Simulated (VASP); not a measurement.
AlN (rocksalt type), 2 atoms in the cell. The structure is cubic, space group Fm-3m (No. 225). The conventional cell has a = 4.465 Å, b = 4.465 Å, c = 4.465 Å, α = 90.00°, β = 90.00°, γ = 90.00°. Within 3.0 Å of Al (site symmetry m-3m) lie 6 N at 2.23 Å. N (site symmetry m-3m) has 6 Al at 2.23 Å within 3.0 Å. 

- Program: VASP 6.6.1
- Task: relaxation of cell and atoms
- Functional: PBE
- Potentials or basis: VASP PAW PBE potentials, release 64 (Al, N)
- Cutoff: 600 eV
- k mesh: 14 × 14 × 14
- Occupations: fermi-dirac, width 0.03 eV
- Spin: no spin polarisation
- Dipole correction: no
- Further INCAR settings: ALGO = Normal; EDIFF = 1e-06; IBRION = 2; EDIFFG = -0.005; NSW = 100; ISIF = 3

Potentials or basis: VASP PAW PBE potentials, release 64 (Al, N).

Run with:

```bash
$ cat potpaw_PBE.64/Al/POTCAR potpaw_PBE.64/N/POTCAR > POTCAR
$ mpirun -np 1 vasp_std > vasp.out
```

Hardware: 1 thread of Intel(R) Xeon(R) Platinum 8259CL CPU @ 2.50GHz (Skylake/Cascade Lake), on a shared host.

Task: Estimate the wall time of this run.

Result: It took 82 s on 1 thread of Intel(R) Xeon(R) Platinum 8259CL CPU @ 2.50GHz (Skylake/Cascade Lake), on a shared host, peak memory 0.17 GiB. Counts: scf iterations 40, k points 104, ion steps 6.
